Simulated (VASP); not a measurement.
# Bi2Te3 (R3m) in VASP: notebook, part 2 of 3

VASP 6.6.1. The steps go on from the part before.

## Step 3: Electric field gradients, LDA (volume scaled by 1.02)

INCAR reads:

```
ALGO = Normal ; EDIFF = 1E-8
ENCUT = 520 ; ISIF = 2
ISMEAR = -1 ; LASPH = T
LCHARG = F ; LEFG = T
LREAL = F ; LWAVE = F
NBANDS = 32 ; NELM = 80
PREC = Accurate ; SIGMA = 0.08
```

KPOINTS reads:

```
k-points
0
Gamma
  8 8 8
```

POSCAR reads:

```
Bi2Te3
1.0
    2.2231275163      1.2835232699     10.0125439065
   -2.2231275163      1.2835232699     10.0125439065
    0.0000000000     -2.5670465399     10.0125439065
Bi Te
2 3
Direct
    0.8120000000      0.8120000000      0.8120000000
    0.4020000000      0.4020000000      0.4020000000
    0.6110000000      0.6110000000      0.6110000000
    0.2000000000      0.2000000000      0.2000000000
    0.0000000000      0.0000000000      0.0000000000
```

Potentials or basis: VASP PAW LDA potentials, release 64 (Bi_d, Te).

The run is started by

```
$ cat potpaw_LDA.64/Bi_d/POTCAR potpaw_LDA.64/Te/POTCAR > POTCAR
$ mpirun -np 1 vasp_std > vasp.out
```

OUTCAR:

```text
EDIFF = 1E-8
   ENCUT = 520
   ISIF = 2
   ISMEAR = -1
   LASPH = T
   LREAL = F
   NELM = 80
   PREC = Accurate

 ion  position               nearest neighbor table
   1  0.812  0.812  0.812-   4 3.05   4 3.05   4 3.05   2 3.45   2 3.45   2 3.45
   2  0.402  0.402  0.402-   5 3.29   5 3.29   5 3.29   1 3.45   1 3.45   1 3.45
   3  0.611  0.611  0.611-   5 3.06   5 3.06   5 3.06   4 3.47   4 3.47   4 3.47
   4  0.200  0.200  0.200-   1 3.05   1 3.05   1 3.05   3 3.47   3 3.47   3 3.47
   5  0.000  0.000  0.000-   3 3.06   3 3.06   3 3.06   2 3.29   2 3.29   2 3.29

  LATTYP: Found a trigonal (rhomboedric) cell.
 ALAT       =    10.3363805763
 COS(alpha) =     0.9074829532

  Lattice vectors:

 A1 = (   2.2231275163,   1.2835232699,  10.0125439065)
 A2 = (  -2.2231275163,   1.2835232699,  10.0125439065)
 A3 = (   0.0000000000,  -2.5670465399,  10.0125439065)

Analysis of symmetry for initial positions (statically):
=====================================================================
 Subroutine PRICEL returns:
 Original cell was already a primitive cell.

 Routine SETGRP: Setting up the symmetry group for a
 trigonal (rhombohedral) supercell.

 Subroutine GETGRP returns: Found  6 space group operations
 (whereof  6 operations were pure point group operations)
 out of a pool of 12 trial point group operations.

The static configuration has the point symmetry C_3v.

Analysis of symmetry for dynamics (positions and initial velocities):
=====================================================================
 Subroutine PRICEL returns:
[... 1016 lines left out ...]
  --------------------------------------------------------------------------------------
  -------------------------------------------------------------------------------------
  Total       -2.4892498     -2.4892498     -3.6817737      0.0000000      0.0000000      0.0000000
  in kB      -23.2656538    -23.2656538    -34.4115212      0.0000000      0.0000000      0.0000000
  external PRESSURE =     -26.9809429 kB  Pullay stress =       0.0000000 kB

 VOLUME and BASIS-vectors are now :
 -----------------------------------------------------------------------------
  energy-cutoff  :      520.00
  volume of cell :      171.42
      direct lattice vectors                 reciprocal lattice vectors
     2.223127516  1.283523270 10.012543906     0.224908376  0.129850912  0.033291573
    -2.223127516  1.283523270 10.012543906    -0.224908376  0.129850912  0.033291573
     0.000000000 -2.567046540 10.012543906     0.000000000 -0.259701823  0.033291573

 POSITION                                       TOTAL-FORCE (eV/Angst)
 -----------------------------------------------------------------------------------
      0.00000     -0.00000     24.39056         0.000000      0.000000     -0.666930
      0.00000     -0.00000     12.07513         0.000000      0.000000     -0.450558
      0.00000     -0.00000     18.35299         0.000000      0.000000     -0.550341
      0.00000     -0.00000      6.00753         0.000000     -0.000000      0.569029
      0.00000      0.00000      0.00000         0.000000     -0.000000      1.098800
 -----------------------------------------------------------------------------------
    total drift:                               -0.000000     -0.000000      0.000816

  FREE ENERGIE OF THE ION-ELECTRON SYSTEM (eV)
  ---------------------------------------------------
  free  energy   TOTEN  =       -20.2121391062 eV

  energy  without entropy=      -20.1761496317  energy(sigma->0) =      -20.19414437

 Electric field gradients (V/A^2)
---------------------------------------------------------------------
 ion       V_xx      V_yy      V_zz      V_xy      V_xz      V_yz
---------------------------------------------------------------------
   1      25.674    25.674   -51.347    -0.000     0.000     0.000
   2       2.008     2.008    -4.017     0.000     0.000     0.000
   3      -3.741    -3.741     7.482    -0.000    -0.000     0.000
   4      -7.409    -7.409    14.818    -0.000    -0.000     0.000
   5     -11.589   -11.589    23.178     0.000    -0.000     0.000
---------------------------------------------------------------------

 Electric field gradients after diagonalization (V/A^2)
 (convention: |V_zz| > |V_xx| > |V_yy|)
----------------------------------------------------------------------
 ion       V_xx      V_yy      V_zz     asymmetry (V_yy - V_xx)/ V_zz
----------------------------------------------------------------------
   1      25.674    25.674   -51.347       0.000
   2       2.008     2.008    -4.017       0.000
   3      -3.741    -3.741     7.482       0.000
   4      -7.409    -7.409    14.818       0.000
   5     -11.589   -11.589    23.178       0.000
----------------------------------------------------------------------

           NMR quadrupolar parameters

 Cq : quadrupolar parameter    Cq=e*Q*V_zz/h
 eta: asymmetry parameters     (V_yy - V_xx)/ V_zz
 Q  : nuclear electric quadrupole moment in mb (millibarn)
----------------------------------------------------------------------
 ion       Cq(MHz)       eta       Q (mb)
----------------------------------------------------------------------
   1      -0.124       0.000       1.000
   2      -0.010       0.000       1.000
   3       0.018       0.000       1.000
   4       0.036       0.000       1.000
   5       0.056       0.000       1.000
----------------------------------------------------------------------
```

stdout:

```text
POSCAR found type information on POSCAR BiTe
 POSCAR found :  2 types and       5 ions
 scaLAPACK will be used
 LDA part: xc-table for (Slater(with rela. corr.)+CA(PZ))
 , standard interpolation
 POSCAR, INCAR and KPOINTS ok, starting setup
 FFT: planning ... GRIDC
 FFT: planning ... GRID_SOFT
 FFT: planning ... GRID
 WAVECAR not read
 entering main loop
ion   1

ion   2

ion   3

ion   4

ion   5
```

It took 14 min on 1 thread of Intel Xeon 6975P-C (Granite Rapids), shared host; peak memory 0.78 GiB.

Results:

- Free energy: -20.2121 eV
- Pressure: -2.7 GPa
- Largest force: 1.099 eV/Å
- Band gap on the k mesh: zero (band 24 reaches 6.04 eV, above the bottom of band 25 at 5.86 eV)

Forces in eV/Å, atoms in the order of the input:
```
Bi   0.000  0.000 -0.667
Bi   0.000  0.000 -0.451
Te   0.000  0.000 -0.550
Te   0.000  0.000  0.569
Te   0.000  0.000  1.099
```

Stress tensor (GPa, compression positive):
```
-2.33  0.00  0.00
 0.00 -2.33  0.00
 0.00  0.00 -3.44
```

Levels at points of the mesh, in eV from the Fermi level:
| k point | band 20 | band 21 | band 22 | band 23 | band 24 | band 25 | band 26 | band 27 | band 28 | band 29 |
| --- | --- | --- | --- | --- | --- | --- | --- | --- | --- | --- |
| (0.00, 0.00, 0.00) | -2.05 | -2.05 | -0.51 | -0.43 | -0.43 | -0.11 | 0.28 | 0.28 | 2.07 | 2.07 |
| (0.50, 0.00, 0.00) | -3.20 | -3.14 | -2.14 | -0.29 | -0.26 | -0.16 | 0.45 | 2.43 | 2.67 | 3.33 |
| (0.50, 0.50, 0.00) | -2.86 | -2.25 | -1.81 | -1.04 | -0.48 | 0.34 | 1.11 | 1.69 | 2.40 | 2.53 |
| (0.50, 0.50, 0.50) | -2.02 | -1.83 | -0.92 | -0.67 | -0.67 | 0.40 | 0.84 | 0.84 | 1.60 | 1.60 |

Electric field gradients, principal values (V/Å²):
| atom | least | middle | greatest (by size) |
| --- | --- | --- | --- |
| 1 Bi | 25.674 | 25.674 | -51.347 |
| 2 Bi | 2.008 | 2.008 | -4.017 |
| 3 Te | -3.741 | -3.741 | 7.482 |
| 4 Te | -7.409 | -7.409 | 14.818 |
| 5 Te | -11.589 | -11.589 | 23.178 |

Caveat: without QUAD_EFG the Cq values of the log hold for a quadrupole moment of 1 mb, not for the nuclei; spin-orbit coupling is left out, which moves the levels of the heavy elements; forces of over 1 eV/Å act on the atoms, so gaps and moduli don't describe the material at rest.

## Step 4: Electric field gradients, LDA (volume scaled by 1.01)

INCAR reads:

```
SYSTEM = Bi2Te3
ALGO = Normal ; EDIFF = 1E-8
ENCUT = 520 ; GGA = CA
ISIF = 2 ; ISMEAR = -1
LASPH = .TRUE. ; LCHARG = .FALSE.
LEFG = .TRUE. ; LREAL = .FALSE.
LWAVE = .FALSE. ; NBANDS = 32
NELM = 80 ; PREC = Accurate
SIGMA = 0.08
```

KPOINTS reads:

```
k-points
0
G
  8 8 8
  0 0 0
```

POSCAR, as its differences from that of step 3:

```diff
@@ -2,5 +2,5 @@
 1.0
-    2.2231275163      1.2835232699     10.0125439065
-   -2.2231275163      1.2835232699     10.0125439065
-    0.0000000000     -2.5670465399     10.0125439065
+    2.2158385213      1.2793149667      9.9797156580
+   -2.2158385213      1.2793149667      9.9797156580
+    0.0000000000     -2.5586299335      9.9797156580
 Bi Te
```

Potentials or basis: VASP PAW LDA potentials, release 64 (Bi_d, Te).

The run is started by

```
$ cat potpaw_LDA.64/Bi_d/POTCAR potpaw_LDA.64/Te/POTCAR > POTCAR
$ mpirun -np 1 vasp_std > vasp.out
```

OUTCAR:

```text
SYSTEM = Bi2Te3
   EDIFF = 1E-8
   ENCUT = 520
   GGA = CA
   ISIF = 2
   ISMEAR = -1
   LASPH = .TRUE.
   LREAL = .FALSE.
   NELM = 80
   PREC = Accurate

 ion  position               nearest neighbor table
   1  0.812  0.812  0.812-   4 3.04   4 3.04   4 3.04   2 3.44   2 3.44   2 3.44
   2  0.402  0.402  0.402-   5 3.28   5 3.28   5 3.28   1 3.44   1 3.44   1 3.44
   3  0.611  0.611  0.611-   5 3.05   5 3.05   5 3.05   4 3.46   4 3.46   4 3.46
   4  0.200  0.200  0.200-   1 3.04   1 3.04   1 3.04   3 3.46   3 3.46   3 3.46
   5  0.000  0.000  0.000-   3 3.05   3 3.05   3 3.05   2 3.28   2 3.28   2 3.28

[... 1078 lines left out ...]
   1      25.039    25.039   -50.079     0.000    -0.000     0.000
   2       1.154     1.154    -2.308     0.000     0.000     0.000
   3      -3.769    -3.769     7.537    -0.000    -0.000     0.000
   4      -7.326    -7.326    14.652    -0.000    -0.000     0.000
   5     -11.569   -11.569    23.137     0.000    -0.000     0.000
---------------------------------------------------------------------

 Electric field gradients after diagonalization (V/A^2)
 (convention: |V_zz| > |V_xx| > |V_yy|)
----------------------------------------------------------------------
 ion       V_xx      V_yy      V_zz     asymmetry (V_yy - V_xx)/ V_zz
----------------------------------------------------------------------
   1      25.039    25.039   -50.079       0.000
   2       1.154     1.154    -2.308       0.000
   3      -3.769    -3.769     7.537       0.000
   4      -7.326    -7.326    14.652       0.000
   5     -11.569   -11.569    23.137       0.000
----------------------------------------------------------------------

           NMR quadrupolar parameters

 Cq : quadrupolar parameter    Cq=e*Q*V_zz/h
 eta: asymmetry parameters     (V_yy - V_xx)/ V_zz
 Q  : nuclear electric quadrupole moment in mb (millibarn)
----------------------------------------------------------------------
 ion       Cq(MHz)       eta       Q (mb)
----------------------------------------------------------------------
   1      -0.121       0.000       1.000
   2      -0.006       0.000       1.000
   3       0.018       0.000       1.000
   4       0.035       0.000       1.000
   5       0.056       0.000       1.000
----------------------------------------------------------------------
```

OSZICAR:

```text
N       E                     dE             d eps       ncg     rms          rms(c)
DAV:   1     0.434393336106E+03    0.43439E+03   -0.21573E+04  4160   0.145E+03
DAV:   2     0.255836370580E+02   -0.40881E+03   -0.39324E+03  4360   0.378E+02
DAV:   3    -0.183455214060E+02   -0.43929E+02   -0.42021E+02  5320   0.136E+02
DAV:   4    -0.202255513894E+02   -0.18800E+01   -0.18700E+01  4592   0.306E+01
DAV:   5    -0.203163417875E+02   -0.90790E-01   -0.90776E-01  6248   0.663E+00    0.126E+01
DAV:   6    -0.202429047069E+02    0.73437E-01   -0.81531E-02  5072   0.559E+00    0.793E+00
DAV:   7    -0.202392473325E+02    0.36574E-02   -0.82223E-02  4992   0.183E+00    0.721E-01
DAV:   8    -0.202381043718E+02    0.11430E-02   -0.55999E-03  4696   0.555E-01    0.485E-01
DAV:   9    -0.202378754678E+02    0.22890E-03   -0.16540E-03  5232   0.348E-01    0.184E-01
DAV:  10    -0.202378694799E+02    0.59880E-05   -0.12756E-04  5040   0.853E-02    0.445E-02
DAV:  11    -0.202378640219E+02    0.54580E-05   -0.29616E-05  4816   0.314E-02    0.204E-02
DAV:  12    -0.202378627358E+02    0.12860E-05   -0.62549E-06  5568   0.205E-02    0.973E-03
DAV:  13    -0.202378626285E+02    0.10727E-06   -0.12714E-06  4728   0.844E-03    0.486E-03
DAV:  14    -0.202378626233E+02    0.52160E-08   -0.21438E-07  4848   0.295E-03    0.215E-03
DAV:  15    -0.202378626248E+02   -0.15107E-08   -0.23171E-08  3192   0.137E-03
   1 F= -.20237863E+02 E0= -.20220155E+02  d E =-.354147E-01
```

stdout:

```text
POSCAR found type information on POSCAR BiTe
 POSCAR found :  2 types and       5 ions
 scaLAPACK will be used
 LDA part: xc-table for (Slater(with rela. corr.)+CA(PZ))
 , standard interpolation
 POSCAR, INCAR and KPOINTS ok, starting setup
 FFT: planning ... GRIDC
 FFT: planning ... GRID_SOFT
 FFT: planning ... GRID
 WAVECAR not read
 entering main loop
ion   1

ion   2

ion   3

ion   4

ion   5
```

It took 40 min on 1 thread of AMD EPYC 7R13 (Zen 3), shared host; peak memory 0.8 GiB.

Results:

| Property | Result |
| --- | --- |
| Free energy | -20.2379 eV |
| Pressure | -2.3 GPa |
| Largest force | 1.130 eV/Å |
| Band gap on the k mesh | zero (band 24 reaches 6.16 eV, above the bottom of band 25 at 5.98 eV) |

Forces on the atoms (eV/Å):
```
Bi   0.000  0.000 -0.716
Bi   0.000  0.000 -0.443
Te   0.000  0.000 -0.595
Te   0.000  0.000  0.625
Te   0.000  0.000  1.130
```

Stress tensor (GPa, compression positive):
```
-1.89  0.00  0.00
 0.00 -1.89  0.00
 0.00  0.00 -3.01
```

Levels at points of the mesh, in eV from the Fermi level:
```
           k point  band 20  band 21  band 22  band 23  band 24  band 25  band 26  band 27  band 28  band 29
(0.00, 0.00, 0.00)    -2.08    -2.08    -0.50    -0.45    -0.45    -0.10     0.28     0.28     2.09     2.09
(0.50, 0.00, 0.00)    -3.23    -3.18    -2.17    -0.30    -0.26    -0.16     0.45     2.46     2.67     3.35
(0.50, 0.50, 0.00)    -2.90    -2.27    -1.83    -1.06    -0.49     0.34     1.11     1.71     2.42     2.55
(0.50, 0.50, 0.50)    -2.04    -1.83    -0.91    -0.69    -0.69     0.40     0.84     0.84     1.61     1.61
```

Electric field gradients, principal values (V/Å²):
| atom | least | middle | greatest (by size) |
| --- | --- | --- | --- |
| 1 Bi | 25.039 | 25.039 | -50.079 |
| 2 Bi | 1.154 | 1.154 | -2.308 |
| 3 Te | -3.769 | -3.769 | 7.537 |
| 4 Te | -7.326 | -7.326 | 14.652 |
| 5 Te | -11.569 | -11.569 | 23.137 |

Caveat: without QUAD_EFG the Cq values of the log hold for a quadrupole moment of 1 mb, not for the nuclei; spin-orbit coupling is left out, which moves the levels of the heavy elements; forces of over 1 eV/Å act on the atoms, so gaps and moduli don't describe the material at rest.

[end of part 2 of 3]
